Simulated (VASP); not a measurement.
# Ru (P6_3/mmc) in VASP: single point with LDA

Aim: the single point of Ru with LDA.

Program: VASP 6.6.1. These are calculated values, not measurements. Logs are shortened: lines on timing, memory, paths and dates and some standing lists are left out, and cuts for length are marked.

## 1. The cell of the first run

Symmetry: P6_3/mmc, No. 194, hexagonal system. Conventional cell: a = 2.706 Å, b = 2.706 Å, c = 4.282 Å, α = 90.00°, β = 90.00°, γ = 120.00°. Ru (site symmetry -6m2) has 12 Ru at 2.65 to 2.71 Å within 3.5 Å.

## 2. Single point, LDA

Input file INCAR:

```
PREC = Accurate
ENCUT = 520
EDIFF = 1E-6
ISMEAR = 0
SIGMA = 0.15
LREAL = F
LASPH = T
NELM = 60
ALGO = Fast
ISIF = 2
LWAVE = F
LCHARG = T
LELF = T
LVHAR = T
NBANDS = 21
```

Input file KPOINTS:

```
regular mesh
0
Gamma
  21 21 12
```

Input file POSCAR:

```
Ru
1.0
    2.7057993342      0.0000000000      0.0000000000
   -1.3528996671      2.3432909610      0.0000000000
    0.0000000000      0.0000000000      4.2819000000
Ru
2
Direct
    0.3333333333      0.6666666667      0.2500000000
    0.6666666667      0.3333333333      0.7500000000
```

Potentials or basis: VASP PAW LDA potentials, release 64 (Ru_pv).

On the command line:

```console
> cat potpaw_LDA.64/Ru_pv/POTCAR > POTCAR
> mpirun -np 1 vasp_std > vasp.out
```

OUTCAR:

```text
PREC = Accurate
   ENCUT = 520
   EDIFF = 1E-6
   ISMEAR = 0
   LREAL = F
   LASPH = T
   NELM = 60
   ISIF = 2

 ion  position               nearest neighbor table
   1  0.333  0.667  0.250-   2 2.65   2 2.65   2 2.65   2 2.65   2 2.65   2 2.65
   2  0.667  0.333  0.750-   1 2.65   1 2.65   1 2.65   1 2.65   1 2.65   1 2.65

  LATTYP: Found a hexagonal cell.
 ALAT       =     2.7057993342
 C/A-ratio  =     1.5824898565

  Lattice vectors:

 A1 = (   2.7057993342,   0.0000000000,   0.0000000000)
 A2 = (  -1.3528996671,   2.3432909610,   0.0000000000)
 A3 = (   0.0000000000,   0.0000000000,   4.2819000000)

Analysis of symmetry for initial positions (statically):
=====================================================================
 Subroutine PRICEL returns:
 Original cell was already a primitive cell.

 Routine SETGRP: Setting up the symmetry group for a
 hexagonal supercell.

 Subroutine GETGRP returns: Found 24 space group operations
 (whereof 12 operations were pure point group operations)
 out of a pool of 24 trial point group operations.

The static configuration has the point symmetry D_3d.
 The point group associated with its full space group is D_6h.

Analysis of symmetry for dynamics (positions and initial velocities):
=====================================================================
 Subroutine PRICEL returns:
 Original cell was already a primitive cell.

 Routine SETGRP: Setting up the symmetry group for a
 hexagonal supercell.

 Subroutine GETGRP returns: Found 24 space group operations
 (whereof 12 operations were pure point group operations)
 out of a pool of 24 trial point group operations.

The dynamic configuration has the point symmetry D_3d.
 The point group associated with its full space group is D_6h.

 Subroutine INISYM returns: Found 24 space group operations
 (whereof 12 operations are pure point group operations),
 and found     1 'primitive' translations

----------------------------------------------------------------------------------------

                                     Primitive cell

  volume of cell :      27.1493

  direct lattice vectors                    reciprocal lattice vectors
     2.705799334  0.000000000  0.000000000     0.369576556  0.213375124  0.000000000
    -1.352899667  2.343290961  0.000000000     0.000000000  0.426750249  0.000000000
     0.000000000  0.000000000  4.281900000     0.000000000  0.000000000  0.233541185

  length of vectors
     2.705799334  2.705799334  4.281900000     0.426750249  0.426750249  0.233541185

  position of ions in fractional coordinates (direct lattice)
     0.333333333  0.666666667  0.250000000
     0.666666667  0.333333333  0.750000000

  ion indices of the primitive-cell ions
   primitive index   ion index
                 1           1
                 2           2

----------------------------------------------------------------------------------------

 KPOINTS: regular mesh

Automatic generation of k-mesh.
 Grid dimensions read from file:
 generate k-points for:   21   21   12

 Generating k-lattice:

  Cartesian coordinates                     Fractional coordinates (reciprocal lattice)
     0.017598884  0.010160720  0.000000000     0.047619048  0.000000000  0.000000000
     0.000000000  0.020321440  0.000000000     0.000000000  0.047619048  0.000000000
     0.000000000  0.000000000  0.019461765     0.000000000  0.000000000  0.083333333

  Length of vectors
     0.020321440  0.020321440  0.019461765

  Shift w.r.t. Gamma in fractional coordinates (k-lattice)
     0.000000000  0.000000000  0.000000000

 Subroutine IBZKPT returns following result:
 ===========================================

 Found    336 irreducible k-points:

 Following reciprocal coordinates:
            Coordinates               Weight
  0.000000  0.000000  0.000000      1.000000
  0.047619 -0.000000  0.000000      6.000000
  0.095238 -0.000000  0.000000      6.000000
  0.142857  0.000000  0.000000      6.000000
  0.190476 -0.000000  0.000000      6.000000
  0.238095 -0.000000  0.000000      6.000000
[... 16 lines left out ...]
  0.142857  0.095238  0.000000     12.000000
  0.190476  0.095238  0.000000     12.000000
 [... further k-points ...]
   k-points           NKPTS =    336   k-points in BZ     NKDIM =    336   number of bands    NBANDS=     21
   number of dos      NEDOS =    301   number of ions     NIONS =      2
   total plane-waves  NPLWV =  12800
   dimension x,y,z NGX =    20 NGY =   20 NGZ =   32
   dimension x,y,z NGXF=    40 NGYF=   40 NGZF=   64
   ions per type =               2
   NGX,Y,Z   is equivalent  to a cutoff of  12.29, 12.29, 12.42 a.u.
   NGXF,Y,Z  is equivalent  to a cutoff of  24.58, 24.58, 24.85 a.u.
 SYSTEM =  unknown system
   PREC   = accura    normal or accurate (medium, high low for compatibility)
   ISTART =      0    job   : 0-new  1-cont  2-samecut
   ICHARG =      2    charge: 1-file 2-atom 10-const
   ISPIN  =      1    spin polarized calculation?
   LNONCOLLINEAR =      F non collinear calculations
   LSORBIT =      F    spin-orbit coupling
   LASPH  =      T    aspherical Exc in radial PAW
   ENCUT  =  520.0 eV  38.22 Ry    6.18 a.u.   5.03  5.03  7.96*2*pi/ulx,y,z
   NELM   =     60;   NELMIN=  2; NELMDL= -5     # of ELM steps
   EDIFF  = 0.1E-05   stopping-criterion for ELM
   LREAL  =      F    real-space projection
   EDIFFG = 0.1E-04   stopping-criterion for IOM
   NSW    =      0    number of steps for IOM
   IBRION =     -1    ionic relax: 0-MD 1-quasi-New 2-CG
   NFREE  =      0    steps in history (QN), initial steepest desc. (CG)
   ISIF   =      2    stress and relaxation
   ISYM   =      2    0-nonsym 1-usesym 2-fastsym
   POTIM  = 0.5000    time-step for ionic-motion
   TEBEG  =    0.0;   TEEND  =   0.0 temperature during run
   PSTRESS=    0.0 pullay stress
   NELECT =      28.0000    total number of electrons
   NUPDOWN=      -1.0000    fix difference up-down
   EMIN   =  10.00;   EMAX   =-10.00  energy-range for DOS
   EFERMI =   0.00;   METHOD = LEGACY
   ISMEAR =     0;   SIGMA  =   0.15  broadening in eV -4-tet -1-fermi 0-gaus
   EFERMI_NEDOS =   21; number of points for ismear=-14 and -15
   IALGO  =     68    algorithm
   IMIX   =      4    mixing-type and parameters
     AMIX     =   0.40;   BMIX     =  1.00
     AMIX_MAG =   1.60;   BMIX_MAG =  1.00
  volume/ion in A,a.u.               =      13.57        91.61
  Fermi-wavevector in a.u.,A,eV,Ry     =   1.654022  3.125649 37.222686  2.735790
  Thomas-Fermi vector in A             =   2.742361
   LORBIT       =      0    0 simple, 1 ext, 2 COOP (PROOUT), +10 PAW based schemes
   GGA     = CA    functional components
   LHFCALC =     F    Hartree Fock is set to
   AEXX    =    0.0000 exact exchange contribution
   IVDW    =     0    specifies the selected vdW correction
   LEPSILON=     F    determine dielectric tensor
   LRPA    =     F    only Hartree local field effects (RPA)
 non-spin polarized calculation
 RMM-DIIS sequential band-by-band and
 Gauss-broadening in eV      SIGMA  =   0.15
  energy-cutoff  :      520.00
  volume of cell :       27.15
 maximum number of plane-waves:       756
 NGX is ok and might be reduce to    20
   NGX =  9   NGY =  9   NGZ = 15

 number of electron      28.0000008 magnetization

 Free energy of the ion-electron system (eV)
  ---------------------------------------------------
  ext. energy  EPLUGINS =         0.00000000
  ---------------------------------------------------
  free energy    TOTEN  =       -21.36594855 eV

  energy without entropy =      -21.34647971  energy(sigma->0) =      -21.35621413

 E-fermi :  12.7068     XC(G=0): -14.3824

 val. band max:       12.7059521751   @ k =   0.2381   0.0476   0.0000
 cond. band min:      12.7070320581   @ k =   0.2857   0.0000   0.0833
 fundamental gap:      0.0010798830
 Fermi energy:        12.7067960036

 k-point     1 :       0.0000    0.0000    0.0000
  band No.  band energies     occupation
      1     -30.7667      2.00000
      2     -29.8151      2.00000
      3     -29.8151      2.00000
      4     -29.6422      2.00000
      5     -29.6422      2.00000
      6     -29.6030      2.00000
[... 13 lines left out ...]
     20      22.6701      0.00000
     21      22.9893      0.00000

 k-point     2 :       0.0476   -0.0000    0.0000
  band No.  band energies     occupation
      1     -30.7588      2.00000
      2     -29.8321      2.00000
      3     -29.8209      2.00000
      4     -29.6599      2.00000
      5     -29.6445      2.00000
      6     -29.6067      2.00000
[... 13 lines left out ...]
     20      22.6700      0.00000
     21      22.9775      0.00000

 k-point     3 :       0.0952   -0.0000    0.0000
  band No.  band energies     occupation
      1     -30.7355      2.00000
      2     -29.8813      2.00000
      3     -29.8374      2.00000
      4     -29.7111      2.00000
      5     -29.6513      2.00000
      6     -29.6176      2.00000
[... 13 lines left out ...]
     20      22.6701      0.00000
     21      22.9402      0.00000

 k-point     4 :       0.1429    0.0000    0.0000
  band No.  band energies     occupation
      1     -30.6977      2.00000
      2     -29.9586      2.00000
      3     -29.8627      2.00000
      4     -29.7903      2.00000
      5     -29.6625      2.00000
      6     -29.6359      2.00000
[... 13 lines left out ...]
     20      22.6701      0.00000
     21      22.8763      0.00000

 k-point     5 :       0.1905   -0.0000    0.0000
  band No.  band energies     occupation
      1     -30.6472      2.00000
      2     -30.0570      2.00000
      3     -29.8942      2.00000
      4     -29.8892      2.00000
      5     -29.6774      2.00000
      6     -29.6616      2.00000
[... 13 lines left out ...]
     20      22.6700      0.00000
     21      22.7961      0.00000
[... 382 lines left out ...]
     20      24.7276      0.00000
     21      25.3556      0.00000

 k-point    22 :       0.0952    0.0952    0.0000
  band No.  band energies     occupation
      1     -30.6756      2.00000
      2     -29.9869      2.00000
      3     -29.9150      2.00000
      4     -29.8009      2.00000
      5     -29.6798      2.00000
      6     -29.6469      2.00000
[... 13 lines left out ...]
     20      22.6701      0.00000
     21      22.8441      0.00000

 k-point    23 :       0.1429    0.0952    0.0000
  band No.  band energies     occupation
      1     -30.6262      2.00000
      2     -30.0699      2.00000
      3     -29.9903      2.00000
      4     -29.8525      2.00000
      5     -29.7023      2.00000
      6     -29.6726      2.00000
[... 13 lines left out ...]
     20      22.6700      0.00000
     21      22.7803      0.00000

 k-point    24 :       0.1905    0.0952    0.0000
  band No.  band energies     occupation
      1     -30.5665      2.00000
      2     -30.1697      2.00000
      3     -30.0722      2.00000
      4     -29.9066      2.00000
      5     -29.7258      2.00000
      6     -29.7055      2.00000
[... 13 lines left out ...]
     20      22.6699      0.00000
     21      22.7347      0.00000

 [... further k-points ...]
[... 5 lines left out ...]
  --------------------------------------------------------------------------------------
  -------------------------------------------------------------------------------------
  Total       -1.8448478     -1.8448478     -2.1617559      0.0000000      0.0000000      0.0000000
  in kB     -108.8711468   -108.8711468   -127.5730409      0.0000000      0.0000000      0.0000000
  external PRESSURE =    -115.1051115 kB  Pullay stress =       0.0000000 kB

 VOLUME and BASIS-vectors are now :
 -----------------------------------------------------------------------------
  energy-cutoff  :      520.00
  volume of cell :       27.15
      direct lattice vectors                 reciprocal lattice vectors
     2.705799334  0.000000000  0.000000000     0.369576556  0.213375124  0.000000000
    -1.352899667  2.343290961  0.000000000     0.000000000  0.426750249  0.000000000
     0.000000000  0.000000000  4.281900000     0.000000000  0.000000000  0.233541185

 POSITION                                       TOTAL-FORCE (eV/Angst)
 -----------------------------------------------------------------------------------
     -0.00000      1.56219      1.07048         0.000000     -0.000000      0.000000
      1.35290      0.78110      3.21143        -0.000000      0.000000      0.000000
 -----------------------------------------------------------------------------------
    total drift:                               -0.000000      0.000000     -0.000000

  FREE ENERGIE OF THE ION-ELECTRON SYSTEM (eV)
  ---------------------------------------------------
  free  energy   TOTEN  =       -21.3659485504 eV

  energy  without entropy=      -21.3464797097  energy(sigma->0) =      -21.35621413
```

Run time: 64 s. Hardware: 1 thread of AMD EPYC 9R45 (Zen 5), shared host; peak memory 0.21 GiB.

What came out:

| Item | Value |
| --- | --- |
| Free energy | -21.3659 eV |
| Pressure | -11.5 GPa |
| Band gap on the k mesh | zero (band 14 reaches 14.28 eV, above the bottom of band 15 at 11.09 eV) |

Stress tensor (GPa, compression positive):
```
-10.89   0.00   0.00
  0.00 -10.89   0.00
  0.00   0.00 -12.76
```

Levels at points of the mesh, in eV from the Fermi level:
| k point | band 12 | band 13 | band 14 | band 15 | band 16 | band 17 |
| --- | --- | --- | --- | --- | --- | --- |
| (0.00, 0.00, 0.00) | -1.94 | -1.94 | -1.41 | -1.41 | 1.18 | 1.18 |
| (0.00, 0.00, 0.50) | -2.79 | -2.74 | -2.74 | 0.54 | 0.54 | 0.54 |
